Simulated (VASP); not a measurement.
# Ag (Im-3m) in VASP: a series of runs

Ag is run at these levels: PBEsol; tasks: single point.

Program: VASP 6.6.1. These are calculated values, not measurements. Logs are shortened: lines on timing, memory, paths and dates and some standing lists are left out, and cuts for length are marked.

## 1. The cell of the first run

The structure is cubic, space group Im-3m (No. 229). Conventional cell: a = 3.046 Å, b = 3.046 Å, c = 3.046 Å, α = 90.00°, β = 90.00°, γ = 90.00°. Ag (site symmetry m-3m) has 14 Ag at 2.64 to 3.05 Å within 3.5 Å.

## 2. Single point, PBEsol (strain -0.080 along x and y, -0.080 along z)

File INCAR:

```
SYSTEM = Ag
ALGO     = Normal         ! electronic algorithm
EDIFF    = 1E-6           ! SCF threshold, eV
ENCUT    = 520            ! plane-wave cutoff, eV
GGA      = PS             ! functional
ISIF     = 2              ! what is computed and relaxed
ISMEAR   = 0              ! smearing method
LASPH    = .TRUE.         ! aspherical terms in the spheres
LCHARG   = .FALSE.        ! write CHGCAR
LREAL    = .FALSE.        ! projectors in reciprocal space
LWAVE    = .FALSE.        ! write WAVECAR
NBANDS   = 12             ! bands
NELM     = 60             ! most SCF steps
PREC     = Accurate       ! precision mode
SIGMA    = 0.15           ! smearing width, eV
```

File KPOINTS:

```
k-points
0
G
  20 20 20
  0 0 0
```

File POSCAR:

```
Ag
1.0
   -1.5232016800      1.5232016800      1.5232016800
    1.5232016800     -1.5232016800      1.5232016800
    1.5232016800      1.5232016800     -1.5232016800
Ag
1
Direct
    0.0000000000      0.0000000000      0.0000000000
```

Potentials or basis: VASP PAW PBE potentials, release 64 (Ag).

Run with:

```sh
$ cat potpaw_PBE.64/Ag/POTCAR > POTCAR
$ mpirun -np 1 vasp_std > vasp.out
```

OUTCAR:

```text
SYSTEM = Ag
   EDIFF = 1E-6
   ENCUT = 520
   GGA = PS
   ISIF = 2
   ISMEAR = 0
   LASPH = .TRUE.
   LREAL = .FALSE.
   NELM = 60
   PREC = Accurate

 ion  position               nearest neighbor table
   1  0.000  0.000  0.000-

  LATTYP: Found a body centered cubic cell.
 ALAT       =     3.0464033600

  Lattice vectors:

 A1 = (  -1.5232016800,   1.5232016800,   1.5232016800)
 A2 = (   1.5232016800,  -1.5232016800,   1.5232016800)
 A3 = (   1.5232016800,   1.5232016800,  -1.5232016800)

Analysis of symmetry for initial positions (statically):
=====================================================================
 Subroutine PRICEL returns:
 Original cell was already a primitive cell.

 Routine SETGRP: Setting up the symmetry group for a
 body centered cubic supercell.

 Subroutine GETGRP returns: Found 48 space group operations
 (whereof 48 operations were pure point group operations)
 out of a pool of 48 trial point group operations.

The static configuration has the point symmetry O_h .

Analysis of symmetry for dynamics (positions and initial velocities):
=====================================================================
 Subroutine PRICEL returns:
 Original cell was already a primitive cell.

 Routine SETGRP: Setting up the symmetry group for a
 body centered cubic supercell.

 Subroutine GETGRP returns: Found 48 space group operations
 (whereof 48 operations were pure point group operations)
 out of a pool of 48 trial point group operations.

The dynamic configuration has the point symmetry O_h .

 Subroutine INISYM returns: Found 48 space group operations
 (whereof 48 operations are pure point group operations),
 and found     1 'primitive' translations

----------------------------------------------------------------------------------------

                                     Primitive cell

  volume of cell :      14.1362

  direct lattice vectors                    reciprocal lattice vectors
    -1.523201680  1.523201680  1.523201680     0.000000000  0.328255940  0.328255940
     1.523201680 -1.523201680  1.523201680     0.328255940  0.000000000  0.328255940
     1.523201680  1.523201680 -1.523201680     0.328255940  0.328255940  0.000000000

  length of vectors
[... 78 lines left out ...]
   ENCUT  =  520.0 eV  38.22 Ry    6.18 a.u.   4.91  4.91  4.91*2*pi/ulx,y,z
   NELM   =     60;   NELMIN=  2; NELMDL= -5     # of ELM steps
   EDIFF  = 0.1E-05   stopping-criterion for ELM
   LREAL  =      F    real-space projection
   EDIFFG = 0.1E-04   stopping-criterion for IOM
   NSW    =      0    number of steps for IOM
   IBRION =     -1    ionic relax: 0-MD 1-quasi-New 2-CG
   NFREE  =      0    steps in history (QN), initial steepest desc. (CG)
   ISIF   =      2    stress and relaxation
   ISYM   =      2    0-nonsym 1-usesym 2-fastsym
   POTIM  = 0.5000    time-step for ionic-motion
   TEBEG  =    0.0;   TEEND  =   0.0 temperature during run
   PSTRESS=    0.0 pullay stress
   NELECT =      11.0000    total number of electrons
   NUPDOWN=      -1.0000    fix difference up-down
   EMIN   =  10.00;   EMAX   =-10.00  energy-range for DOS
   EFERMI =   0.00;   METHOD = LEGACY
   ISMEAR =     0;   SIGMA  =   0.15  broadening in eV -4-tet -1-fermi 0-gaus
   EFERMI_NEDOS =   21; number of points for ismear=-14 and -15
   IALGO  =     38    algorithm
   IMIX   =      4    mixing-type and parameters
     AMIX     =   0.40;   BMIX     =  1.00
     AMIX_MAG =   1.60;   BMIX_MAG =  1.00
  volume/ion in A,a.u.               =      14.14        95.40
  Fermi-wavevector in a.u.,A,eV,Ry     =   1.505780  2.845512 30.849506  2.267375
  Thomas-Fermi vector in A             =   2.616584
   LORBIT       =      0    0 simple, 1 ext, 2 COOP (PROOUT), +10 PAW based schemes
   GGA     = PS    functional components
   LHFCALC =     F    Hartree Fock is set to
   AEXX    =    0.0000 exact exchange contribution
   IVDW    =     0    specifies the selected vdW correction
   LEPSILON=     F    determine dielectric tensor
   LRPA    =     F    only Hartree local field effects (RPA)
 non-spin polarized calculation
 Gauss-broadening in eV      SIGMA  =   0.15
  energy-cutoff  :      520.00
  volume of cell :       14.14
 maximum number of plane-waves:       394
   NGX =  9   NGY =  9   NGZ =  9

 number of electron      10.9999997 magnetization

 Free energy of the ion-electron system (eV)
  ---------------------------------------------------
  ext. energy  EPLUGINS =         0.00000000
  ---------------------------------------------------
  free energy    TOTEN  =        -3.05721521 eV

  energy without entropy =       -3.05252742  energy(sigma->0) =       -3.05487132

 E-fermi :  11.2147     XC(G=0): -13.5680

 val. band max:       11.1982534406   @ k =  -0.3000   0.4500   0.1000
 cond. band min:      11.2593368349   @ k =   0.2000   0.1500   0.1500
 fundamental gap:      0.0610833943
 Fermi energy:        11.2147405952

 k-point     1 :       0.0000    0.0000    0.0000
  band No.  band energies     occupation
      1       1.8099      2.00000
      2       5.4156      2.00000
      3       5.4156      2.00000
      4       5.4156      2.00000
      5       7.2439      2.00000
      6       7.2439      2.00000
      7      29.6250      0.00000
      8      29.6250      0.00000
      9      29.6250      0.00000
     10      37.8900      0.00000
     11      37.8900      0.00000
     12      39.3182      0.00000
[... 331 lines left out ...]
 k-point    24 :       0.2500    0.1000    0.0000
  band No.  band energies     occupation
      1       3.8468      2.00000
      2       4.7305      2.00000
      3       5.9591      2.00000
      4       6.9121      2.00000
      5       7.4224      2.00000
      6       8.1387      2.00000
      7      22.8006      0.00000
      8      26.0794      0.00000
      9      29.0763      0.00000
     10      32.3406      0.00000
     11      36.5025      0.00000
     12      36.6859      0.00000

 [... further k-points ...]
[... 5 lines left out ...]
  --------------------------------------------------------------------------------------
  -------------------------------------------------------------------------------------
  Total        2.7672469      2.7672469      2.7672469      0.0000000      0.0000000      0.0000000
  in kB      313.6362640    313.6362640    313.6362640      0.0000000      0.0000000      0.0000000
  external PRESSURE =     313.6362640 kB  Pullay stress =       0.0000000 kB

 VOLUME and BASIS-vectors are now :
 -----------------------------------------------------------------------------
  energy-cutoff  :      520.00
  volume of cell :       14.14
      direct lattice vectors                 reciprocal lattice vectors
    -1.523201680  1.523201680  1.523201680     0.000000000  0.328255940  0.328255940
     1.523201680 -1.523201680  1.523201680     0.328255940  0.000000000  0.328255940
     1.523201680  1.523201680 -1.523201680     0.328255940  0.328255940  0.000000000

 POSITION                                       TOTAL-FORCE (eV/Angst)
 -----------------------------------------------------------------------------------
      0.00000      0.00000      0.00000        -0.000000     -0.000000      0.000000
 -----------------------------------------------------------------------------------
    total drift:                               -0.000000     -0.000000      0.000000

  FREE ENERGIE OF THE ION-ELECTRON SYSTEM (eV)
  ---------------------------------------------------
  free  energy   TOTEN  =        -3.0572152108 eV

  energy  without entropy=       -3.0525274232  energy(sigma->0) =       -3.05487132
```

stdout:

```text
POSCAR found type information on POSCAR Ag
 POSCAR found :  1 types and       1 ions
 scaLAPACK will be used
 -----------------------------------------------------------------------------
|                                                                             |
|                                                                             |
|     You enforced a specific xc type in the INCAR file but a different       |
|     I HOPE YOU KNOW WHAT YOU ARE DOING!                                     |
|                                                                             |
 -----------------------------------------------------------------------------

 LDA part: xc-table for (Slater+PW92), standard interpolation
 POSCAR, INCAR and KPOINTS ok, starting setup
 FFT: planning ... GRIDC
 FFT: planning ... GRID_SOFT
 FFT: planning ... GRID
 WAVECAR not read
 entering main loop
```

Run time: 20 s. Hardware: 1 thread of AMD EPYC 9R45 (Zen 5), shared host; peak memory 0.13 GiB.

Results:

* Free energy: -3.0572 eV
* Pressure: 31.4 GPa

Caveat: the cell differs from its parent crystal (strain -0.080 along x and y, -0.080 along z); the PAW data sets were made with another functional, which shifts forces and pressure a little.

## 3. Single point, PBEsol (strain +0.040 along x and y, +0.040 along z)

File INCAR:

```
SYSTEM = Ag
  PREC = Accurate
  ENCUT = 520
  EDIFF = 1E-7
  ISMEAR = 0
  SIGMA = 0.15
  LREAL = .FALSE.
  LASPH = .TRUE.
  NELM = 60
  ALGO = Fast
  ISIF = 2
  LWAVE = .FALSE.
  LCHARG = .TRUE.
  GGA = PS
  LELF = .TRUE.
  LVHAR = .TRUE.
  NBANDS = 12
```

File KPOINTS:

```
regular mesh
0
G
  20 20 20
  0 0 0
```

File POSCAR:

```
Ag
1.0
   -1.7218801600      1.7218801600      1.7218801600
    1.7218801600     -1.7218801600      1.7218801600
    1.7218801600      1.7218801600     -1.7218801600
Ag
1
Direct
    0.0000000000      0.0000000000      0.0000000000
```

Potentials or basis: VASP PAW PBE potentials, release 64 (Ag).

Run with:

```sh
$ cat potpaw_PBE.64/Ag/POTCAR > POTCAR
$ mpirun -np 1 vasp_std > vasp.out
```

OUTCAR:

```text
SYSTEM = Ag
   PREC = Accurate
   ENCUT = 520
   EDIFF = 1E-7
   ISMEAR = 0
   LREAL = .FALSE.
   LASPH = .TRUE.
   NELM = 60
   ISIF = 2
   GGA = PS

 ion  position               nearest neighbor table
   1  0.000  0.000  0.000-

  LATTYP: Found a body centered cubic cell.
 ALAT       =     3.4437603200

  Lattice vectors:

 A1 = (  -1.7218801600,   1.7218801600,   1.7218801600)
 A2 = (   1.7218801600,  -1.7218801600,   1.7218801600)
 A3 = (   1.7218801600,   1.7218801600,  -1.7218801600)

Analysis of symmetry for initial positions (statically):
=====================================================================
 Subroutine PRICEL returns:
 Original cell was already a primitive cell.

 Routine SETGRP: Setting up the symmetry group for a
 body centered cubic supercell.

 Subroutine GETGRP returns: Found 48 space group operations
 (whereof 48 operations were pure point group operations)
 out of a pool of 48 trial point group operations.

The static configuration has the point symmetry O_h .

Analysis of symmetry for dynamics (positions and initial velocities):
=====================================================================
 Subroutine PRICEL returns:
 Original cell was already a primitive cell.

 Routine SETGRP: Setting up the symmetry group for a
 body centered cubic supercell.

 Subroutine GETGRP returns: Found 48 space group operations
 (whereof 48 operations were pure point group operations)
 out of a pool of 48 trial point group operations.

The dynamic configuration has the point symmetry O_h .

 Subroutine INISYM returns: Found 48 space group operations
 (whereof 48 operations are pure point group operations),
 and found     1 'primitive' translations

----------------------------------------------------------------------------------------

                                     Primitive cell

[... 109 lines left out ...]
  volume/ion in A,a.u.               =      20.42       137.81
  Fermi-wavevector in a.u.,A,eV,Ry     =   1.332037  2.517184 24.141108  1.774321
  Thomas-Fermi vector in A             =   2.461002
   LORBIT       =      0    0 simple, 1 ext, 2 COOP (PROOUT), +10 PAW based schemes
   GGA     = PS    functional components
   LHFCALC =     F    Hartree Fock is set to
   AEXX    =    0.0000 exact exchange contribution
   IVDW    =     0    specifies the selected vdW correction
   LEPSILON=     F    determine dielectric tensor
   LRPA    =     F    only Hartree local field effects (RPA)
 non-spin polarized calculation
 RMM-DIIS sequential band-by-band and
 Gauss-broadening in eV      SIGMA  =   0.15
  energy-cutoff  :      520.00
  volume of cell :       20.42
 maximum number of plane-waves:       567
 NGX is ok and might be reduce to    24
   NGX = 11   NGY = 11   NGZ = 11

 number of electron      11.0000005 magnetization

 Free energy of the ion-electron system (eV)
  ---------------------------------------------------
  ext. energy  EPLUGINS =         0.00000000
  ---------------------------------------------------
  free energy    TOTEN  =        -3.08775957 eV

  energy without entropy =       -3.08372010  energy(sigma->0) =       -3.08573984

 E-fermi :   5.9763     XC(G=0): -11.3674

 val. band max:        5.9482662355   @ k =   0.3500   0.1000   0.0500
 cond. band min:       6.0021115710   @ k =  -0.3500   0.4000   0.2000
 fundamental gap:      0.0538453356
 Fermi energy:         5.9763067088

 k-point     1 :       0.0000    0.0000    0.0000
  band No.  band energies     occupation
      1      -0.6168      2.00000
      2       1.6810      2.00000
      3       1.6810      2.00000
      4       1.6810      2.00000
      5       2.6796      2.00000
      6       2.6796      2.00000
      7      23.1865      0.00000
      8      23.1865      0.00000
      9      23.1865      0.00000
     10      26.9266      0.00000
     11      26.9266      0.00000
     12      26.9266      0.00000
[... 331 lines left out ...]
 k-point    24 :       0.2500    0.1000    0.0000
  band No.  band energies     occupation
      1       0.8804      2.00000
      2       1.3363      2.00000
      3       2.1577      2.00000
      4       2.5050      2.00000
      5       2.7583      2.00000
      6       3.4330      2.00000
      7      14.8608      0.00000
      8      18.3670      0.00000
      9      20.2546      0.00000
     10      23.9656      0.00000
     11      26.3579      0.00000
     12      26.9746      0.00000

 [... further k-points ...]
[... 5 lines left out ...]
  --------------------------------------------------------------------------------------
  -------------------------------------------------------------------------------------
  Total       -1.6471702     -1.6471702     -1.6471702     -0.0000000      0.0000000      0.0000000
  in kB     -129.2350425   -129.2350425   -129.2350425     -0.0000000      0.0000000      0.0000000
  external PRESSURE =    -129.2350425 kB  Pullay stress =       0.0000000 kB

 VOLUME and BASIS-vectors are now :
 -----------------------------------------------------------------------------
  energy-cutoff  :      520.00
  volume of cell :       20.42
      direct lattice vectors                 reciprocal lattice vectors
    -1.721880160  1.721880160  1.721880160     0.000000000  0.290380255  0.290380255
     1.721880160 -1.721880160  1.721880160     0.290380255  0.000000000  0.290380255
     1.721880160  1.721880160 -1.721880160     0.290380255  0.290380255  0.000000000

 POSITION                                       TOTAL-FORCE (eV/Angst)
 -----------------------------------------------------------------------------------
      0.00000      0.00000      0.00000        -0.000000     -0.000000      0.000000
 -----------------------------------------------------------------------------------
    total drift:                               -0.000000      0.000000      0.000000

  FREE ENERGIE OF THE ION-ELECTRON SYSTEM (eV)
  ---------------------------------------------------
  free  energy   TOTEN  =        -3.0877595705 eV

  energy  without entropy=       -3.0837201016  energy(sigma->0) =       -3.08573984
```

OSZICAR:

```text
N       E                     dE             d eps       ncg     rms          rms(c)
DAV:   1     0.509138553261E+02    0.50914E+02   -0.53887E+03  6240   0.809E+02
DAV:   2    -0.256003163777E+01   -0.53474E+02   -0.50325E+02  7072   0.185E+02
DAV:   3    -0.335753512939E+01   -0.79750E+00   -0.79696E+00  7224   0.245E+01
DAV:   4    -0.335996219382E+01   -0.24271E-02   -0.24270E-02  6908   0.141E+00
DAV:   5    -0.335998346392E+01   -0.21270E-04   -0.21270E-04  7076   0.122E-01    0.368E+00
RMM:   6    -0.309360814724E+01    0.26638E+00   -0.49413E-01  6158   0.618E+00    0.231E+00
RMM:   7    -0.309001077482E+01    0.35974E-02   -0.63902E-03  6746   0.886E-01    0.141E+00
RMM:   8    -0.308776508642E+01    0.22457E-02   -0.44551E-04  6960   0.222E-01    0.139E-01
RMM:   9    -0.308775843501E+01    0.66514E-05   -0.57617E-05  7098   0.653E-02    0.391E-02
RMM:  10    -0.308775910655E+01   -0.67155E-06   -0.11203E-05  7138   0.288E-02    0.604E-03
RMM:  11    -0.308775950044E+01   -0.39389E-06   -0.28119E-06  7008   0.112E-02    0.389E-03
RMM:  12    -0.308775961658E+01   -0.11614E-06   -0.33933E-07  6003   0.388E-03    0.650E-03
RMM:  13    -0.308775957049E+01    0.46095E-07   -0.16574E-07  5019   0.326E-03
   1 F= -.30877596E+01 E0= -.30857398E+01  d E =-.403947E-02
```

Wall time 41 s (1 thread of AMD EPYC 9R45 (Zen 5), shared host); peak memory 0.15 GiB.

What came out:

| Property | Result |
| --- | --- |
| Free energy | -3.0878 eV |
| Pressure | -12.9 GPa |

Levels at points of the mesh, in eV from the Fermi level:
```tsv
k point	band 2	band 3	band 4	band 5	band 6	band 7	band 8	band 9
(0.00, 0.00, 0.00)	-4.30	-4.30	-4.30	-3.30	-3.30	17.21	17.21	17.21
(0.50, 0.00, 0.00)	-4.87	-3.35	-3.22	-2.57	0.29	3.18	12.58	12.86
(0.50, 0.50, 0.50)	-5.32	-2.74	-2.74	-2.74	6.34	6.34	6.34	10.39
```

Caveat: the cell differs from its parent crystal (strain +0.040 along x and y, +0.040 along z); the PAW data sets were made with another functional, which shifts forces and pressure a little.
